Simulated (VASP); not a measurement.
# KI: single point with PBE

The system is KI.

```
K I
1.0
     0.00000    3.59456    3.59456
     3.59456    0.00000    3.59456
     3.59456    3.59456    0.00000
K I
1 1
Direct
  0.00000 0.00000 0.00000
  0.50000 0.50000 0.50000
```

```yaml
Program: VASP 6.6.1
Task: single point
Functional: PBE
Potentials_or_basis: VASP PAW PBE potentials, release 64 (K_sv, I)
Cutoff: 520 eV
k_mesh: 6 × 6 × 6
Occupations: gaussian, width 0.02 eV
Spin: no spin polarisation
```

```json
{"Pressure": "0.0 GPa", "Band gap on the k mesh": "3.85 eV, direct"}
```

Levels at points of the mesh, in eV from the valence-band top:
```csv
k point,band 5,band 6,band 7,band 8,band 9,band 10,band 11,band 12
"(0.00, 0.00, 0.00)",-10.43,0.00,0.00,0.00,3.85,6.51,6.51,6.51
"(0.50, 0.00, 0.00)",-10.21,-1.21,-0.30,-0.30,5.47,7.55,8.04,8.04
"(0.50, 0.50, 0.00)",-10.31,-0.92,-0.34,-0.34,5.01,5.64,8.04,8.55
```

Run time: 26 s on 1 thread of Intel(R) Xeon(R) Platinum 8375C CPU @ 2.90GHz (Ice Lake), on a shared host, peak memory 0.24 GiB.

Caveat: spin-orbit coupling is left out, which moves the levels of the heavy elements. As with any semilocal functional, this PBE gap is likely too small.
